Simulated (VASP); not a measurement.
# FeBrO (P4/nmm) in VASP: single point with r2SCAN

Aim: the single point of FeBrO with r2SCAN.

Everything below comes from runs of VASP 6.6.1. Logs are shortened: lines on timing, memory, paths and dates and some standing lists are left out, and cuts for length are marked.

**1. The cell of the first run**

The structure is tetragonal, space group P4/nmm (No. 129). Conventional cell: a = 3.571 Å, b = 3.571 Å, c = 6.855 Å, α = 90.00°, β = 90.00°, γ = 90.00°. Fe (site symmetry 4mm) has 4 O at 2.17 Å and 5 Br at 2.88 to 3.01 Å within 3.1 Å. Br (site symmetry 4mm) has 6 Fe at 2.88 to 3.84 Å and 8 Br at 3.00 to 3.57 Å and 4 O at 3.17 Å within 3.9 Å. O (site symmetry -4m2) has 4 Fe at 2.17 Å and 4 O at 2.53 Å within 2.9 Å.

**2. Single point, r2SCAN**

Input file POSCAR:

```
FeBrO
1.0
    3.5710060000      0.0000000000      0.0000000000
    0.0000000000      3.5710060000      0.0000000000
    0.0000000000      0.0000000000      6.8550400000
Fe Br O
2 2 2
Direct
    0.0000000000      0.5000000000      0.1789000000
    0.5000000000      0.0000000000      0.8211000000
    0.0000000000      0.5000000000      0.6183000000
    0.5000000000      0.0000000000      0.3817000000
    0.0000000000      0.0000000000      0.0000000000
    0.5000000000      0.5000000000      0.0000000000
```

Input file INCAR.step1:

```
SYSTEM = FeBrO
  ALGO = Normal
  EDIFF = 1E-4
  ENCUT = 520
  GGA = PE
  ISMEAR = -1
  LASPH = .TRUE.
  LCHARG = .FALSE.
  LREAL = .FALSE.
  LWAVE = .TRUE.
  NBANDS = 30
  NELM = 60
  PREC = Accurate
  SIGMA = 0.1
```

Input file INCAR.step2:

```
SYSTEM = FeBrO
  ALGO = Normal
  EDIFF = 1E-6
  ENCUT = 520
  ISIF = 2
  ISMEAR = -1
  ISTART = 1
  LASPH = .TRUE.
  LCHARG = .FALSE.
  LMIXTAU = .TRUE.
  LREAL = .FALSE.
  LWAVE = .FALSE.
  METAGGA = R2SCAN
  NBANDS = 30
  NELM = 60
  PREC = Accurate
  SIGMA = 0.1
```

Input file KPOINTS:

```
k-points
0
G
  9 9 5
  0 0 0
```

Potentials or basis: VASP PAW PBE potentials, release 64 (Fe, Br, O).

Started as:

```console
cat potpaw_PBE.64/Fe/POTCAR potpaw_PBE.64/Br/POTCAR potpaw_PBE.64/O/POTCAR > POTCAR
cp INCAR.step1 INCAR
mpirun -np 1 vasp_std > vasp.out
cp INCAR.step2 INCAR
mpirun -np 1 vasp_std > vasp.out
```

OUTCAR:

```text
SYSTEM = FeBrO
   EDIFF = 1E-6
   ENCUT = 520
   ISIF = 2
   ISMEAR = -1
   ISTART = 1
   LASPH = .TRUE.
   LREAL = .FALSE.
   METAGGA = R2SCAN
   NELM = 60
   PREC = Accurate

 ion  position               nearest neighbor table
   1  0.000  0.500  0.179-   5 2.17   6 2.17   5 2.17   6 2.17   4 2.88   4 2.88   4 2.88   4 2.88

   2  0.500  0.000  0.821-   5 2.17   6 2.17   6 2.17   5 2.17   3 2.88   3 2.88   3 2.88   3 2.88

   3  0.000  0.500  0.618-   2 2.88   2 2.88   2 2.88   2 2.88
   4  0.500  0.000  0.382-   1 2.88   1 2.88   1 2.88   1 2.88
   5  0.000  0.000  0.000-   1 2.17   2 2.17   1 2.17   2 2.17
   6  0.500  0.500  0.000-   1 2.17   2 2.17   2 2.17   1 2.17

  LATTYP: Found a simple tetragonal cell.
 ALAT       =     3.5710060000
 C/A-ratio  =     1.9196383316

  Lattice vectors:

 A1 = (   3.5710060000,   0.0000000000,   0.0000000000)
 A2 = (   0.0000000000,   3.5710060000,   0.0000000000)
 A3 = (   0.0000000000,   0.0000000000,   6.8550400000)

Analysis of symmetry for initial positions (statically):
=====================================================================
 Subroutine PRICEL returns:
 Original cell was already a primitive cell.

 Routine SETGRP: Setting up the symmetry group for a
 simple tetragonal supercell.

 Subroutine GETGRP returns: Found 16 space group operations
 (whereof  8 operations were pure point group operations)
 out of a pool of 16 trial point group operations.

The static configuration has the point symmetry D_2d.
 The point group associated with its full space group is D_4h.

Analysis of symmetry for dynamics (positions and initial velocities):
=====================================================================
 Subroutine PRICEL returns:
 Original cell was already a primitive cell.

 Routine SETGRP: Setting up the symmetry group for a
 simple tetragonal supercell.

 Subroutine GETGRP returns: Found 16 space group operations
 (whereof  8 operations were pure point group operations)
 out of a pool of 16 trial point group operations.

The dynamic configuration has the point symmetry D_2d.
 The point group associated with its full space group is D_4h.

 Subroutine INISYM returns: Found 16 space group operations
 (whereof  8 operations are pure point group operations),
 and found     1 'primitive' translations

----------------------------------------------------------------------------------------

                                     Primitive cell

  volume of cell :      87.4160

  direct lattice vectors                    reciprocal lattice vectors
     3.571006000  0.000000000  0.000000000     0.280033134  0.000000000  0.000000000
     0.000000000  3.571006000  0.000000000     0.000000000  0.280033134  0.000000000
     0.000000000  0.000000000  6.855040000     0.000000000  0.000000000  0.145878069

  length of vectors
     3.571006000  3.571006000  6.855040000     0.280033134  0.280033134  0.145878069

  position of ions in fractional coordinates (direct lattice)
     0.000000000  0.500000000  0.178900000
     0.500000000  0.000000000  0.821100000
     0.000000000  0.500000000  0.618300000
     0.500000000  0.000000000  0.381700000
     0.000000000  0.000000000  0.000000000
     0.500000000  0.500000000  0.000000000

  ion indices of the primitive-cell ions
   primitive index   ion index
                 1           1
                 2           2
                 3           3
                 4           4
                 5           5
                 6           6

----------------------------------------------------------------------------------------

 KPOINTS: k-points

Automatic generation of k-mesh.
 Grid dimensions read from file:
 generate k-points for:    9    9    5

 Generating k-lattice:

  Cartesian coordinates                     Fractional coordinates (reciprocal lattice)
     0.031114793  0.000000000  0.000000000     0.111111111  0.000000000  0.000000000
     0.000000000  0.031114793  0.000000000     0.000000000  0.111111111  0.000000000
     0.000000000  0.000000000  0.029175614     0.000000000  0.000000000  0.200000000

  Length of vectors
     0.031114793  0.031114793  0.029175614

  Shift w.r.t. Gamma in fractional coordinates (k-lattice)
     0.000000000  0.000000000  0.000000000

 Subroutine IBZKPT returns following result:
 ===========================================

 Found     45 irreducible k-points:

 Following reciprocal coordinates:
            Coordinates               Weight
  0.000000  0.000000  0.000000      1.000000
  0.111111  0.000000  0.000000      4.000000
  0.222222  0.000000  0.000000      4.000000
  0.333333  0.000000  0.000000      4.000000
  0.444444  0.000000  0.000000      4.000000
  0.111111  0.111111  0.000000      4.000000
[... 16 lines left out ...]
  0.333333  0.111111  0.200000     16.000000
  0.444444  0.111111  0.200000     16.000000
 [... further k-points ...]
   k-points           NKPTS =     45   k-points in BZ     NKDIM =     45   number of bands    NBANDS=     30
   number of dos      NEDOS =    301   number of ions     NIONS =      6
   total plane-waves  NPLWV =  42336
   dimension x,y,z NGX =    28 NGY =   28 NGZ =   54
   dimension x,y,z NGXF=    56 NGYF=   56 NGZF=  108
   ions per type =               2   2   2
   NGX,Y,Z   is equivalent  to a cutoff of  13.04, 13.04, 13.10 a.u.
   NGXF,Y,Z  is equivalent  to a cutoff of  26.07, 26.07, 26.19 a.u.
 SYSTEM =  FeBrO
   PREC   = accura    normal or accurate (medium, high low for compatibility)
   ISTART =      1    job   : 0-new  1-cont  2-samecut
   ICHARG =      0    charge: 1-file 2-atom 10-const
   ISPIN  =      1    spin polarized calculation?
   LNONCOLLINEAR =      F non collinear calculations
   LSORBIT =      F    spin-orbit coupling
   LASPH  =      T    aspherical Exc in radial PAW
   ENCUT  =  520.0 eV  38.22 Ry    6.18 a.u.   6.64  6.64 12.75*2*pi/ulx,y,z
   NELM   =     60;   NELMIN=  2; NELMDL=  0     # of ELM steps
   EDIFF  = 0.1E-05   stopping-criterion for ELM
   LREAL  =      F    real-space projection
[... 7 lines left out ...]
   TEBEG  =    0.0;   TEEND  =   0.0 temperature during run
   PSTRESS=    0.0 pullay stress
   NELECT =      42.0000    total number of electrons
   NUPDOWN=      -1.0000    fix difference up-down
   EMIN   =  10.00;   EMAX   =-10.00  energy-range for DOS
   EFERMI =   0.00;   METHOD = LEGACY
   ISMEAR =    -1;   SIGMA  =   0.10  broadening in eV -4-tet -1-fermi 0-gaus
   EFERMI_NEDOS =   21; number of points for ismear=-14 and -15
   IALGO  =     38    algorithm
   IMIX   =      4    mixing-type and parameters
     AMIX     =   0.40;   BMIX     =  1.00
     AMIX_MAG =   1.60;   BMIX_MAG =  1.00
  volume/ion in A,a.u.               =      14.57        98.32
  Fermi-wavevector in a.u.,A,eV,Ry     =   1.282215  2.423035 22.369005  1.644075
  Thomas-Fermi vector in A             =   2.414540
   LORBIT       =      0    0 simple, 1 ext, 2 COOP (PROOUT), +10 PAW based schemes
   METAGGA = R2SCAN    functional components
   LHFCALC =     F    Hartree Fock is set to
   AEXX    =    0.0000 exact exchange contribution
   IVDW    =     0    specifies the selected vdW correction
   LEPSILON=     F    determine dielectric tensor
   LRPA    =     F    only Hartree local field effects (RPA)
 non-spin polarized calculation
  energy-cutoff  :      520.00
  volume of cell :       87.42
 maximum number of plane-waves:      2385
 NGX is ok and might be reduce to    28
   NGX = 13   NGY = 13   NGZ = 25

 number of electron      42.0000008 magnetization

 Free energy of the ion-electron system (eV)
  ---------------------------------------------------
  ext. energy  EPLUGINS =         0.00000000
  ---------------------------------------------------
  free energy    TOTEN  =       -65.61110612 eV

  energy without entropy =      -65.35694033  energy(sigma->0) =      -65.48402322

 E-fermi :   3.9636     XC(G=0): -11.5416

 val. band max:        3.9634414783   @ k =   0.4444   0.1111   0.4000
 cond. band min:       3.9652868372   @ k =   0.4444   0.2222   0.2000
 fundamental gap:      0.0018453590
 Fermi energy:         3.9635568169

 k-point     1 :       0.0000    0.0000    0.0000
  band No.  band energies     occupation
      1     -15.9376      2.00000
      2     -14.0216      2.00000
      3     -13.2656      2.00000
      4     -11.1354      2.00000
      5      -1.7387      2.00000
      6      -1.1832      2.00000
[... 22 lines left out ...]
     29      10.1287      0.00000
     30      13.8477      0.00000

 k-point     2 :       0.1111    0.0000    0.0000
  band No.  band energies     occupation
      1     -15.8808      2.00000
      2     -14.0800      2.00000
      3     -13.1844      2.00000
      4     -11.1546      2.00000
      5      -1.9054      2.00000
      6      -1.1312      2.00000
[... 22 lines left out ...]
     29      10.5781      0.00000
     30      13.7853      0.00000

 k-point     3 :       0.2222    0.0000    0.0000
  band No.  band energies     occupation
      1     -15.7171      2.00000
      2     -14.2484      2.00000
      3     -12.9496      2.00000
      4     -11.2345      2.00000
      5      -2.3130      2.00000
      6      -0.9721      2.00000
[... 22 lines left out ...]
     29      11.7898      0.00000
     30      12.7536      0.00000

 k-point     4 :       0.3333    0.0000    0.0000
  band No.  band energies     occupation
      1     -15.4650      2.00000
      2     -14.5060      2.00000
      3     -12.5909      2.00000
      4     -11.4237      2.00000
      5      -2.6275      2.00000
      6      -1.4763      2.00000
[... 22 lines left out ...]
     29      11.9494      0.00000
     30      12.8907      0.00000

 k-point     5 :       0.4444    0.0000    0.0000
  band No.  band energies     occupation
      1     -15.1541      2.00000
      2     -14.8209      2.00000
      3     -12.1632      2.00000
      4     -11.7465      2.00000
      5      -2.5883      2.00000
      6      -2.1584      2.00000
[... 22 lines left out ...]
     29      12.1833      0.00000
     30      12.8346      0.00000
[... 526 lines left out ...]
     29      10.9574      0.00000
     30      13.2452      0.00000

 k-point    22 :       0.2222    0.1111    0.2000
  band No.  band energies     occupation
      1     -15.6648      2.00000
      2     -14.2863      2.00000
      3     -12.8973      2.00000
      4     -11.2172      2.00000
      5      -2.1311      2.00000
      6      -1.4521      2.00000
[... 22 lines left out ...]
     29      12.1142      0.00000
     30      12.8468      0.00000

 k-point    23 :       0.3333    0.1111    0.2000
  band No.  band energies     occupation
      1     -15.4248      2.00000
      2     -14.5235      2.00000
      3     -12.5410      2.00000
      4     -11.4000      2.00000
      5      -2.4086      2.00000
      6      -1.5884      2.00000
[... 22 lines left out ...]
     29      12.4049      0.00000
     30      12.9748      0.00000

 k-point    24 :       0.4444    0.1111    0.2000
  band No.  band energies     occupation
      1     -15.1301      2.00000
      2     -14.8168      2.00000
      3     -12.1194      2.00000
      4     -11.7125      2.00000
      5      -2.4225      2.00000
      6      -2.0716      2.00000
[... 22 lines left out ...]
     29      12.1702      0.00000
     30      12.4594      0.00000

 [... further k-points ...]
[... 5 lines left out ...]
  --------------------------------------------------------------------------------------
  -------------------------------------------------------------------------------------
  Total       -7.5629811     -7.5629811     -6.4149384      0.0000000      0.0000000      0.0000000
  in kB     -138.6157065   -138.6157065   -117.5741691      0.0000000      0.0000000      0.0000000
  external PRESSURE =    -131.6018607 kB  Pullay stress =       0.0000000 kB

 VOLUME and BASIS-vectors are now :
 -----------------------------------------------------------------------------
  energy-cutoff  :      520.00
  volume of cell :       87.42
      direct lattice vectors                 reciprocal lattice vectors
     3.571006000  0.000000000  0.000000000     0.280033134  0.000000000  0.000000000
     0.000000000  3.571006000  0.000000000     0.000000000  0.280033134  0.000000000
     0.000000000  0.000000000  6.855040000     0.000000000  0.000000000  0.145878069

 POSITION                                       TOTAL-FORCE (eV/Angst)
 -----------------------------------------------------------------------------------
      0.00000      1.78550      1.22637        -0.000000      0.000000     -4.000459
      1.78550      0.00000      5.62867        -0.000000      0.000000      4.000459
      0.00000      1.78550      4.23847        -0.000000      0.000000      2.274850
      1.78550      0.00000      2.61657         0.000000     -0.000000     -2.274850
      0.00000      0.00000      0.00000        -0.000000     -0.000000     -0.000000
      1.78550      1.78550      0.00000         0.000000      0.000000     -0.000000
 -----------------------------------------------------------------------------------
    total drift:                                0.000000      0.000000     -0.000000

  FREE ENERGIE OF THE ION-ELECTRON SYSTEM (eV)
  ---------------------------------------------------
  free  energy   TOTEN  =       -65.6111061209 eV

  energy  without entropy=      -65.3569403261  energy(sigma->0) =      -65.48402322
```

Wall time 3.7 min (1 thread of Intel Xeon 6975P-C (Granite Rapids), shared host); peak memory 0.28 GiB.

Results:

```
Free energy            : -65.6111 eV
Pressure               : -13.2 GPa
Largest force          : 4.000 eV/Å
Band gap on the k mesh : zero (bands 21 and 22 overlap by 0.38 eV)
```

Forces on the atoms (eV/Å):
```
Fe   0.000  0.000 -4.000
Fe   0.000  0.000  4.000
Br   0.000  0.000  2.275
Br   0.000  0.000 -2.275
O    0.000  0.000  0.000
O    0.000  0.000  0.000
```

Levels at points of the mesh, in eV from the Fermi level:
```tsv
k point	band 17	band 18	band 19	band 20	band 21	band 22	band 23	band 24	band 25	band 26
(0.00, 0.00, 0.00)	-0.98	-0.85	-0.77	-0.54	-0.47	0.81	0.81	0.88	0.88	1.31
```

Caveat: the cell stands under tension; the PAW data sets were made with another functional, which shifts forces and pressure a little; the run has no spin polarisation, though such a crystal can be magnetic; semilocal functionals often make such compounds metallic where correlation or magnetic order opens a gap, which also shifts bond lengths. Spin polarisation is off, so any magnetic state and its effect on volume and gap are missing.
